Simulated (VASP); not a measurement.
# C (Fd-3m) in VASP: single point with r2SCAN

Aim: the single point of C with r2SCAN.

Everything below comes from runs of VASP 6.6.1. Logs are shortened: lines on timing, memory, paths and dates and some standing lists are left out, and cuts for length are marked.

## Step 1: The cell of the first run

The structure is cubic, space group Fd-3m (No. 227). Conventional cell: a = 3.560 Å, b = 3.560 Å, c = 3.560 Å, α = 90.00°, β = 90.00°, γ = 90.00°. C (site symmetry -43m) has 4 C at 1.54 Å within 2.1 Å.

## Step 2: Single point, r2SCAN

Input file POSCAR:

```
C
1.0
    0.0000000000      1.7801304728      1.7801304728
    1.7801304728      0.0000000000      1.7801304728
    1.7801304728      1.7801304728      0.0000000000
C
2
Direct
    0.0000000000      0.0000000000      0.0000000000
    0.2500000000      0.2500000000      0.2500000000
```

Input file INCAR.step1:

```
ALGO     = Normal         # electronic algorithm
EDIFF    = 1E-5           # SCF threshold, eV
ENCUT    = 910            # plane-wave cutoff, eV
GGA      = PE             # functional
GGA_COMPAT= F            
ISMEAR   = 0              # smearing method
LASPH    = T              # aspherical terms in the spheres
LCHARG   = F              # write CHGCAR
LREAL    = F              # projectors in reciprocal space
LWAVE    = T              # write WAVECAR
NBANDS   = 11             # bands
NELM     = 120            # most SCF steps
PREC     = Accurate       # precision mode
SIGMA    = 0.02           # smearing width, eV
```

Input file INCAR.step2:

```
ALGO     = Normal         # electronic algorithm
EDIFF    = 1E-6           # SCF threshold, eV
ENCUT    = 910            # plane-wave cutoff, eV
GGA_COMPAT= F            
ISIF     = 2              # what is computed and relaxed
ISMEAR   = 0              # smearing method
ISTART   = 1            
LASPH    = T              # aspherical terms in the spheres
LCHARG   = F              # write CHGCAR
LMIXTAU  = T            
LREAL    = F              # projectors in reciprocal space
LWAVE    = F              # write WAVECAR
METAGGA  = R2SCAN         # meta-GGA
NBANDS   = 11             # bands
NELM     = 120            # most SCF steps
PREC     = Accurate       # precision mode
SIGMA    = 0.02           # smearing width, eV
```

Input file KPOINTS:

```
k-points
0
Gamma
  26 26 26
```

Potentials or basis: VASP PAW PBE potentials, release 64 (C_h).

Started as:

```
> cat potpaw_PBE.64/C_h/POTCAR > POTCAR
> cp INCAR.step1 INCAR
> mpirun -np 1 vasp_std > vasp.out
> cp INCAR.step2 INCAR
> mpirun -np 1 vasp_std > vasp.out
```

OUTCAR:

```text
EDIFF = 1E-6
   ENCUT = 910
   ISIF = 2
   ISMEAR = 0
   ISTART = 1
   LASPH = T
   LREAL = F
   METAGGA = R2SCAN
   NELM = 120
   PREC = Accurate

 ion  position               nearest neighbor table
   1  0.000  0.000  0.000-
   2  0.250  0.250  0.250-

  LATTYP: Found a face centered cubic cell.
 ALAT       =     3.5602609456

  Lattice vectors:

 A1 = (   0.0000000000,   1.7801304728,   1.7801304728)
 A2 = (   1.7801304728,   0.0000000000,   1.7801304728)
 A3 = (   1.7801304728,   1.7801304728,   0.0000000000)

Analysis of symmetry for initial positions (statically):
=====================================================================
 Subroutine PRICEL returns:
 Original cell was already a primitive cell.

 Routine SETGRP: Setting up the symmetry group for a
 face centered cubic supercell.

 Subroutine GETGRP returns: Found 48 space group operations
 (whereof 24 operations were pure point group operations)
 out of a pool of 48 trial point group operations.

The static configuration has the point symmetry T_d .
 The point group associated with its full space group is O_h .

Analysis of symmetry for dynamics (positions and initial velocities):
=====================================================================
 Subroutine PRICEL returns:
 Original cell was already a primitive cell.

 Routine SETGRP: Setting up the symmetry group for a
 face centered cubic supercell.

 Subroutine GETGRP returns: Found 48 space group operations
 (whereof 24 operations were pure point group operations)
 out of a pool of 48 trial point group operations.

The dynamic configuration has the point symmetry T_d .
 The point group associated with its full space group is O_h .

 Subroutine INISYM returns: Found 48 space group operations
 (whereof 24 operations are pure point group operations),
 and found     1 'primitive' translations

----------------------------------------------------------------------------------------

                                     Primitive cell

  volume of cell :      11.2820

  direct lattice vectors                    reciprocal lattice vectors
     0.000000000  1.780130473  1.780130473    -0.280878288  0.280878288  0.280878288
     1.780130473  0.000000000  1.780130473     0.280878288 -0.280878288  0.280878288
     1.780130473  1.780130473  0.000000000     0.280878288  0.280878288 -0.280878288

  length of vectors
     2.517484657  2.517484657  2.517484657     0.486495466  0.486495466  0.486495466

  position of ions in fractional coordinates (direct lattice)
     0.000000000  0.000000000  0.000000000
[... 83 lines left out ...]
   NFREE  =      0    steps in history (QN), initial steepest desc. (CG)
   ISIF   =      2    stress and relaxation
   ISYM   =      2    0-nonsym 1-usesym 2-fastsym
   POTIM  = 0.5000    time-step for ionic-motion
   TEBEG  =    0.0;   TEEND  =   0.0 temperature during run
   PSTRESS=    0.0 pullay stress
   NELECT =       8.0000    total number of electrons
   NUPDOWN=      -1.0000    fix difference up-down
   EMIN   =  10.00;   EMAX   =-10.00  energy-range for DOS
   EFERMI =   0.00;   METHOD = LEGACY
   ISMEAR =     0;   SIGMA  =   0.02  broadening in eV -4-tet -1-fermi 0-gaus
   EFERMI_NEDOS =   21; number of points for ismear=-14 and -15
   IALGO  =     38    algorithm
   IMIX   =      4    mixing-type and parameters
     AMIX     =   0.40;   BMIX     =  1.00
     AMIX_MAG =   1.60;   BMIX_MAG =  1.00
  volume/ion in A,a.u.               =       5.64        38.07
  Fermi-wavevector in a.u.,A,eV,Ry     =   1.459855  2.758726 28.996410  2.131176
  Thomas-Fermi vector in A             =   2.576373
   LORBIT       =      0    0 simple, 1 ext, 2 COOP (PROOUT), +10 PAW based schemes
   METAGGA = R2SCAN    functional components
   LHFCALC =     F    Hartree Fock is set to
   AEXX    =    0.0000 exact exchange contribution
   IVDW    =     0    specifies the selected vdW correction
   LEPSILON=     F    determine dielectric tensor
   LRPA    =     F    only Hartree local field effects (RPA)
 non-spin polarized calculation
 Gauss-broadening in eV      SIGMA  =   0.02
  energy-cutoff  :      910.00
  volume of cell :       11.28
 maximum number of plane-waves:       725
 NGX is ok and might be reduce to    28
   NGX = 13   NGY = 13   NGZ = 13

 number of electron       8.0000000 magnetization

 Free energy of the ion-electron system (eV)
  ---------------------------------------------------
  ext. energy  EPLUGINS =         0.00000000
  ---------------------------------------------------
  free energy    TOTEN  =       -19.71952112 eV

  energy without entropy =      -19.71952112  energy(sigma->0) =      -19.71952112

 E-fermi :  11.1211     XC(G=0): -14.3000

 val. band max:       10.9940819946   @ k =   0.0000   0.0000   0.0000
 cond. band min:      15.3649737321   @ k =   0.3462   0.3462   0.0000
 fundamental gap:      4.3708917375
 Fermi energy:        11.1211017846

 k-point     1 :       0.0000    0.0000    0.0000
  band No.  band energies     occupation
      1     -11.7504      2.00000
      2      10.9941      2.00000
      3      10.9941      2.00000
      4      10.9941      2.00000
      5      16.8885      0.00000
      6      16.8885      0.00000
      7      16.8885      0.00000
      8      24.9781      0.00000
      9      31.4693      0.00000
     10      38.4077      0.00000
     11      38.4077      0.00000
[... 309 lines left out ...]
 k-point    24 :       0.3846    0.0385    0.0000
  band No.  band energies     occupation
      1      -7.8260      2.00000
      2      -0.1862      2.00000
      3       8.0617      2.00000
      4       8.3317      2.00000
      5      19.5812      0.00000
      6      20.1906      0.00000
      7      20.2428      0.00000
      8      27.3747      0.00000
      9      33.3935      0.00000
     10      35.2868      0.00000
     11      36.8964      0.00000

 [... further k-points ...]
[... 5 lines left out ...]
  --------------------------------------------------------------------------------------
  -------------------------------------------------------------------------------------
  Total       -0.0588561     -0.0588561     -0.0588561     -0.0000000     -0.0000000      0.0000000
  in kB       -8.3582754     -8.3582754     -8.3582754     -0.0000000     -0.0000000      0.0000000
  external PRESSURE =      -8.3582754 kB  Pullay stress =       0.0000000 kB

 VOLUME and BASIS-vectors are now :
 -----------------------------------------------------------------------------
  energy-cutoff  :      910.00
  volume of cell :       11.28
      direct lattice vectors                 reciprocal lattice vectors
     0.000000000  1.780130473  1.780130473    -0.280878288  0.280878288  0.280878288
     1.780130473  0.000000000  1.780130473     0.280878288 -0.280878288  0.280878288
     1.780130473  1.780130473  0.000000000     0.280878288  0.280878288 -0.280878288

 POSITION                                       TOTAL-FORCE (eV/Angst)
 -----------------------------------------------------------------------------------
      0.00000      0.00000      0.00000         0.000000      0.000000      0.000000
      0.89007      0.89007      0.89007        -0.000000     -0.000000     -0.000000
 -----------------------------------------------------------------------------------
    total drift:                                0.000000      0.000000      0.000000

  FREE ENERGIE OF THE ION-ELECTRON SYSTEM (eV)
  ---------------------------------------------------
  free  energy   TOTEN  =       -19.7195211178 eV

  energy  without entropy=      -19.7195211178  energy(sigma->0) =      -19.71952112
```

OUTCAR.step1:

```text
EDIFF = 1E-5
   ENCUT = 910
   GGA = PE
   ISMEAR = 0
   LASPH = T
[... 559 lines left out ...]
 -----------------------------------------------------------------------------------
      0.00000      0.00000      0.00000        -0.000000     -0.000000     -0.000000
      0.89007      0.89007      0.89007         0.000000      0.000000      0.000000
 -----------------------------------------------------------------------------------
    total drift:                                0.000000      0.000000      0.000000

  FREE ENERGIE OF THE ION-ELECTRON SYSTEM (eV)
  ---------------------------------------------------
  free  energy   TOTEN  =       -18.2122731224 eV

  energy  without entropy=      -18.2122731224  energy(sigma->0) =      -18.21227312
```

It took 13 min on 1 thread of Intel Xeon Platinum 8375C at 2.90GHz (Ice Lake), shared host; peak memory 0.25 GiB.

Results:

```
Free energy            : -19.7195 eV
Pressure               : -0.8 GPa
Band gap on the k mesh : 4.37 eV (least direct gap 5.89 eV)
```

Caveat: the cutoff is under 1.25 times the usual one of these potentials, so pressure, stress and relaxed cells hold a basis-set (Pulay) error; the PAW data sets were made with another functional, which shifts forces and pressure a little.
